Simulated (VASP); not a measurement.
# MoS2 (R3m) in VASP: further runs

Aim: see how the results for MoS2 move with the level of theory and the settings. Levels: PBE-based screened hybrid, PBE. Tasks: single point.

Program: VASP 6.6.1. These are calculated values, not measurements. Logs are shortened: lines on timing, memory, paths and dates and some standing lists are left out, and cuts for length are marked.

## 1. The cell of the first run

The structure is trigonal, space group R3m (No. 160). Conventional cell: a = 3.175 Å, b = 3.175 Å, c = 18.582 Å, α = 90.00°, β = 90.00°, γ = 120.00°. Mo (site symmetry 3m) has 6 S at 2.40 Å and 6 Mo at 3.18 Å within 3.2 Å. S (site symmetry 3m) has 3 Mo at 2.40 Å and 7 S at 3.11 to 3.18 Å within 3.2 Å. S (site symmetry 3m) has 3 Mo at 2.40 Å and 7 S at 3.11 to 3.18 Å within 3.2 Å.

## 2. Single point, PBE-based screened hybrid

File POSCAR:

```
MoS2
1.0
    1.5875907347      0.9165959380      6.1939395993
   -1.5875907347      0.9165959380      6.1939395993
    0.0000000000     -1.8331918760      6.1939395993
Mo S
1 2
Direct
   -0.0000146007     -0.0000146007     -0.0000146007
    0.4170015121      0.4170015121      0.4170015121
    0.2496797553      0.2496797553      0.2496797553
```

File INCAR.step1:

```
PREC = Accurate
ENCUT = 520
EDIFF = 1E-5
ISMEAR = 0
SIGMA = 0.01
LREAL = False
LASPH = True
NELM = 60
ALGO = Normal
ISIF = 2
LWAVE = True
LCHARG = False
NBANDS = 20
GGA = PE
```

File INCAR.step2:

```
PREC = Accurate
ENCUT = 520
EDIFF = 1E-6
ISMEAR = 0
SIGMA = 0.01
LREAL = False
LASPH = True
NELM = 60
ALGO = Normal
ISIF = 2
LWAVE = False
LCHARG = False
GGA = PE
LHFCALC = True
AEXX = 0.5
HFSCREEN = 0.5
PRECFOCK = Normal
NBANDS = 20
ISTART = 1
```

File KPOINTS:

```
regular mesh
0
Gamma
  4 4 4
```

Potentials or basis: VASP PAW PBE potentials, release 64 (Mo_sv, S).

Command:

```bash
$ cat potpaw_PBE.64/Mo_sv/POTCAR potpaw_PBE.64/S/POTCAR > POTCAR
$ cp INCAR.step1 INCAR
$ mpirun -np 1 vasp_std > vasp.out
$ cp INCAR.step2 INCAR
$ mpirun -np 1 vasp_std > vasp.out
```

OUTCAR:

```text
PREC = Accurate
   ENCUT = 520
   EDIFF = 1E-6
   ISMEAR = 0
   LREAL = False
   LASPH = True
   NELM = 60
   ISIF = 2
   GGA = PE
   LHFCALC = True
   AEXX = 0.5
   HFSCREEN = 0.5
   PRECFOCK = Normal
   ISTART = 1

 ion  position               nearest neighbor table
   1  1.000  1.000  1.000-   3 2.40   3 2.40   3 2.40   2 2.40   2 2.40   2 2.40
   2  0.417  0.417  0.417-   1 2.40   1 2.40   1 2.40
   3  0.250  0.250  0.250-   1 2.40   1 2.40   1 2.40

  LATTYP: Found a trigonal (rhomboedric) cell.
 ALAT       =     6.4595263150
 COS(alpha) =     0.8791891991

  Lattice vectors:

 A1 = (   1.5875907347,   0.9165959380,   6.1939395993)
 A2 = (  -1.5875907347,   0.9165959380,   6.1939395993)
 A3 = (   0.0000000000,  -1.8331918760,   6.1939395993)

Analysis of symmetry for initial positions (statically):
=====================================================================
 Subroutine PRICEL returns:
 Original cell was already a primitive cell.

 Routine SETGRP: Setting up the symmetry group for a
 trigonal (rhombohedral) supercell.

 Subroutine GETGRP returns: Found  6 space group operations
 (whereof  6 operations were pure point group operations)
 out of a pool of 12 trial point group operations.

The static configuration has the point symmetry C_3v.

Analysis of symmetry for dynamics (positions and initial velocities):
=====================================================================
 Subroutine PRICEL returns:
 Original cell was already a primitive cell.

 Routine SETGRP: Setting up the symmetry group for a
 trigonal (rhombohedral) supercell.

 Subroutine GETGRP returns: Found  6 space group operations
 (whereof  6 operations were pure point group operations)
 out of a pool of 12 trial point group operations.

The dynamic configuration has the point symmetry C_3v.

 Subroutine INISYM returns: Found  6 space group operations
 (whereof  6 operations are pure point group operations),
 and found     1 'primitive' translations

----------------------------------------------------------------------------------------

                                     Primitive cell

  volume of cell :      54.0798

  direct lattice vectors                    reciprocal lattice vectors
     1.587590735  0.916595938  6.193939599     0.314942629  0.181832212  0.053816045
    -1.587590735  0.916595938  6.193939599    -0.314942629  0.181832212  0.053816045
     0.000000000 -1.833191876  6.193939599     0.000000000 -0.363664423  0.053816045

  length of vectors
     6.459526315  6.459526315  6.459526315     0.367624781  0.367624781  0.367624781

  position of ions in fractional coordinates (direct lattice)
     0.999985399  0.999985399  0.999985399
     0.417001512  0.417001512  0.417001512
     0.249679755  0.249679755  0.249679755

  ion indices of the primitive-cell ions
   primitive index   ion index
                 1           1
                 2           2
                 3           3

----------------------------------------------------------------------------------------

 KPOINTS: regular mesh

Automatic generation of k-mesh.
 Grid dimensions read from file:
 generate k-points for:    4    4    4

 Generating k-lattice:

  Cartesian coordinates                     Fractional coordinates (reciprocal lattice)
     0.078735657  0.045458053  0.013454011     0.250000000  0.000000000 -0.000000000
    -0.078735657  0.045458053  0.013454011     0.000000000  0.250000000 -0.000000000
     0.000000000 -0.090916106  0.013454011    -0.000000000 -0.000000000  0.250000000

  Length of vectors
     0.091906195  0.091906195  0.091906195

  Shift w.r.t. Gamma in fractional coordinates (k-lattice)
     0.000000000  0.000000000  0.000000000

 Subroutine IBZKPT returns following result:
 ===========================================

 Found     13 irreducible k-points:

 Following reciprocal coordinates:
            Coordinates               Weight
  0.000000  0.000000  0.000000      1.000000
  0.250000  0.000000  0.000000      6.000000
  0.500000  0.000000  0.000000      3.000000
  0.250000  0.250000  0.000000      6.000000
  0.500000  0.250000  0.000000     12.000000
 -0.250000  0.250000  0.000000      6.000000
  0.500000  0.500000  0.000000      3.000000
  0.250000  0.250000  0.250000      2.000000
  0.500000  0.250000  0.250000      6.000000
 -0.250000  0.250000  0.250000      6.000000
  0.500000  0.500000  0.250000      6.000000
 -0.250000  0.500000  0.250000      6.000000
  0.500000  0.500000  0.500000      1.000000
   k-points           NKPTS =     13   k-points in BZ     NKDIM =     64   number of bands    NBANDS=     20
   number of dos      NEDOS =    301   number of ions     NIONS =      3
   total plane-waves  NPLWV = 110592
   dimension x,y,z NGX =    48 NGY =   48 NGZ =   48
   dimension x,y,z NGXF=    96 NGYF=   96 NGZF=   96
   ions per type =               1   2
   NGX,Y,Z   is equivalent  to a cutoff of  12.35, 12.35, 12.35 a.u.
   NGXF,Y,Z  is equivalent  to a cutoff of  24.71, 24.71, 24.71 a.u.
 SYSTEM =  unknown system
   PREC   = accura    normal or accurate (medium, high low for compatibility)
   ISTART =      1    job   : 0-new  1-cont  2-samecut
   ICHARG =      0    charge: 1-file 2-atom 10-const
   ISPIN  =      1    spin polarized calculation?
   LNONCOLLINEAR =      F non collinear calculations
   LSORBIT =      F    spin-orbit coupling
   LASPH  =      T    aspherical Exc in radial PAW
   ENCUT  =  520.0 eV  38.22 Ry    6.18 a.u.  12.01 12.01 12.01*2*pi/ulx,y,z
   NELM   =     60;   NELMIN=  2; NELMDL=  0     # of ELM steps
   EDIFF  = 0.1E-05   stopping-criterion for ELM
   LREAL  =      F    real-space projection
   EDIFFG = 0.1E-04   stopping-criterion for IOM
   NSW    =      0    number of steps for IOM
   IBRION =     -1    ionic relax: 0-MD 1-quasi-New 2-CG
   NFREE  =      0    steps in history (QN), initial steepest desc. (CG)
   ISIF   =      2    stress and relaxation
   ISYM   =      3    0-nonsym 1-usesym 2-fastsym
   POTIM  = 0.5000    time-step for ionic-motion
   TEBEG  =    0.0;   TEEND  =   0.0 temperature during run
   PSTRESS=    0.0 pullay stress
   NELECT =      26.0000    total number of electrons
   NUPDOWN=      -1.0000    fix difference up-down
   EMIN   =  10.00;   EMAX   =-10.00  energy-range for DOS
   EFERMI =   0.00;   METHOD = LEGACY
   ISMEAR =     0;   SIGMA  =   0.01  broadening in eV -4-tet -1-fermi 0-gaus
   EFERMI_NEDOS =   21; number of points for ismear=-14 and -15
   IALGO  =     38    algorithm
   IMIX   =      1    mixing-type and parameters
     AMIX     =   0.40;   BMIX     =  1.00
     AMIX_MAG =   1.60;   BMIX_MAG =  1.00
  volume/ion in A,a.u.               =      18.03       121.65
  Fermi-wavevector in a.u.,A,eV,Ry     =   1.282491  2.423557 22.378639  1.644784
  Thomas-Fermi vector in A             =   2.414800
   LORBIT       =      0    0 simple, 1 ext, 2 COOP (PROOUT), +10 PAW based schemes
   GGA     = PE    functional components
   LHFCALC =     T    Hartree Fock is set to
   PRECFOCK=normal    Normal, Fast or Accurate (Low or Medium for compatibility)
   ENCUT4O =  -1.0   cutoff for four orbital integrals eV
   NKREDX  =     1    reduce k-point grid by
   NKREDY  =     1    reduce k-point grid by
   NKREDZ  =     1    reduce k-point grid by
   AEXX    =    0.5000 exact exchange contribution
   HFSCREEN=    0.5000 screening length (either q_TF or 0.3 A-1)
   HFSCREENC=   0.5000 screening length for correlation (either q_TF or 0.3 A-1)
   ENCUTFOCK=  -1.0 apply spherical cutoff to Coloumb kernel
   IVDW    =     0    specifies the selected vdW correction
   LEPSILON=     F    determine dielectric tensor
   LRPA    =     F    only Hartree local field effects (RPA)
 non-spin polarized calculation
 Gauss-broadening in eV      SIGMA  =   0.01
  energy-cutoff  :      520.00
  volume of cell :       54.08
 maximum number of plane-waves:      1469
  NGX = 40; NGY = 40; NGZ = 40

 number of electron      25.9999998 magnetization

 Free energy of the ion-electron system (eV)
  ---------------------------------------------------
  ext. energy  EPLUGINS =         0.00000000
  ---------------------------------------------------
  free energy    TOTEN  =       -26.42274882 eV

  energy without entropy =      -26.42274882  energy(sigma->0) =      -26.42274882

 E-fermi :   7.1981     XC(G=0):  -7.8348

 val. band max:        7.0178205765   @ k =   0.5000   0.5000   0.5000
 cond. band min:       8.6717095435   @ k =  -0.2500   0.2500   0.0000
 fundamental gap:      1.6538889671
 Fermi energy:         7.1980928577

 k-point     1 :       0.0000    0.0000    0.0000
  band No.  band energies     occupation
      1     -61.5376      2.00000
      2     -32.9471      2.00000
      3     -32.6760      2.00000
      4     -32.6760      2.00000
      5     -10.3026      2.00000
      6      -8.4024      2.00000
[... 12 lines left out ...]
     19      16.1093      0.00000
     20      16.4507      0.00000

 k-point     2 :       0.2500    0.0000    0.0000
  band No.  band energies     occupation
      1     -61.5102      2.00000
      2     -32.9340      2.00000
      3     -32.8958      2.00000
      4     -32.7346      2.00000
      5      -9.3125      2.00000
      6      -8.0944      2.00000
[... 12 lines left out ...]
     19      16.2534      0.00000
     20      17.0493      0.00000

 k-point     3 :       0.5000    0.0000    0.0000
  band No.  band energies     occupation
      1     -61.4827      2.00000
      2     -33.1833      2.00000
      3     -32.8441      2.00000
      4     -32.7925      2.00000
      5      -8.0396      2.00000
      6      -7.7278      2.00000
[... 12 lines left out ...]
     19      14.7331      0.00000
     20      15.4271      0.00000

 k-point     4 :       0.2500    0.2500    0.0000
  band No.  band energies     occupation
      1     -61.5102      2.00000
      2     -32.9340      2.00000
      3     -32.8958      2.00000
      4     -32.7346      2.00000
      5      -9.2736      2.00000
      6      -8.1526      2.00000
[... 176 lines left out ...]
 k-point    12 :      -0.2500    0.5000    0.2500
  band No.  band energies     occupation
      1     -61.4827      2.00000
      2     -33.0886      2.00000
      3     -32.8912      2.00000
      4     -32.8442      2.00000
      5      -7.9512      2.00000
      6      -7.8345      2.00000
[... 12 lines left out ...]
     19      15.7294      0.00000
     20      16.9657      0.00000

 k-point    13 :       0.5000    0.5000    0.5000
  band No.  band energies     occupation
      1     -61.5376      2.00000
      2     -32.9472      2.00000
      3     -32.6760      2.00000
      4     -32.6760      2.00000
      5     -10.0291      2.00000
      6      -8.8522      2.00000
[... 12 lines left out ...]
     19      16.6295      0.00000
     20      18.0253      0.00000

------------------------ aborting loop because EDIFF is reached ----------------------------------------

  FORCE on cell =-STRESS in cart. coord.  units (eV):
  Direction    XX          YY          ZZ          XY          YZ          ZX
  --------------------------------------------------------------------------------------
  -------------------------------------------------------------------------------------
  Total       -1.7428509     -1.7428509     -1.5617627      0.0000000      0.0000000      0.0000000
  in kB      -51.6340401    -51.6340401    -46.2690866      0.0000000      0.0000000      0.0000000
  external PRESSURE =     -49.8457223 kB  Pullay stress =       0.0000000 kB

 VOLUME and BASIS-vectors are now :
 -----------------------------------------------------------------------------
  energy-cutoff  :      520.00
  volume of cell :       54.08
      direct lattice vectors                 reciprocal lattice vectors
     1.587590735  0.916595938  6.193939599     0.314942629  0.181832212  0.053816045
    -1.587590735  0.916595938  6.193939599    -0.314942629  0.181832212  0.053816045
     0.000000000 -1.833191876  6.193939599     0.000000000 -0.363664423  0.053816045

 POSITION                                       TOTAL-FORCE (eV/Angst)
 -----------------------------------------------------------------------------------
      0.00000      0.00000     18.58155        -0.000000      0.000000      0.000147
      0.00000      0.00000      7.74865         0.000000     -0.000000     -0.738050
      0.00000      0.00000      4.63950         0.000000     -0.000000      0.737904
 -----------------------------------------------------------------------------------
    total drift:                                0.000007      0.000001     -0.000049

  FREE ENERGIE OF THE ION-ELECTRON SYSTEM (eV)
  ---------------------------------------------------
  free  energy   TOTEN  =       -26.4227488239 eV

  energy  without entropy=      -26.4227488239  energy(sigma->0) =      -26.42274882
```

It took 66 min on 1 thread of Intel Xeon 6975P-C (Granite Rapids), shared host; peak memory 0.45 GiB.

Results:

```
Free energy            : -26.4227 eV
Pressure               : -5.0 GPa
Largest force          : 0.738 eV/Å
Band gap on the k mesh : 1.65 eV, indirect (least direct gap 2.80 eV)
```

Forces on the atoms (eV/Å):
```
Mo   0.000  0.000  0.000
S    0.000  0.000 -0.738
S    0.000  0.000  0.738
```

Stress tensor (GPa, compression positive):
```
-5.16  0.00  0.00
 0.00 -5.16  0.00
 0.00  0.00 -4.63
```

Caveat: the k points lie up to 0.58 Å⁻¹ apart; the PAW data sets were made with another functional, which shifts forces and pressure a little.

## 3. Single point, PBE

File INCAR:

```
ALGO = Normal
EDIFF = 1E-6
ENCUT = 500
GGA = PE
GGA_COMPAT = False
ISIF = 2
ISMEAR = 0
LASPH = True
LCHARG = False
LREAL = False
LWAVE = False
NBANDS = 20
NELM = 120
PREC = Accurate
SIGMA = 0.01
```

File KPOINTS:

```
k-points
0
Gamma
  4 4 4
```

POSCAR is that of step 2.

Potentials or basis: VASP PAW PBE potentials, release 64 (Mo_sv, S).

Command:

```bash
$ cat potpaw_PBE.64/Mo_sv/POTCAR potpaw_PBE.64/S/POTCAR > POTCAR
$ mpirun -np 1 vasp_std > vasp.out
```

Run time: 33 s. Hardware: 1 thread of AMD EPYC 7R13 (Zen 3), shared host; peak memory 0.26 GiB.

The run converged. Its results:

```yaml
Free_energy: -21.8677 eV
Pressure: 1.9 GPa
Largest_force: 0.065 eV/Å
Band_gap_on_the_k_mesh: 1.24 eV, indirect (least direct gap 2.12 eV)
```

Forces on the atoms (eV/Å):
```
Mo   0.000  0.000 -0.003
S    0.000  0.000  0.065
S    0.000  0.000 -0.063
```

Stress tensor (GPa, compression positive):
```
1.32 0.00 0.00
0.00 1.32 0.00
0.00 0.00 2.97
```

Levels at points of the mesh, in eV from the valence-band top:
```tsv
k point	band 11	band 12	band 13	band 14	band 15	band 16
(0.00, 0.00, 0.00)	-2.24	-1.26	-1.12	2.04	2.04	2.41
(0.50, 0.00, 0.00)	-2.34	-1.61	-1.42	1.60	2.02	3.46
(0.50, 0.50, 0.00)	-2.87	-1.79	-1.27	1.56	2.14	3.02
(0.50, 0.50, 0.50)	-2.21	-2.21	0.00	2.12	2.12	2.28
```

Caveat: the k points lie up to 0.58 Å⁻¹ apart.
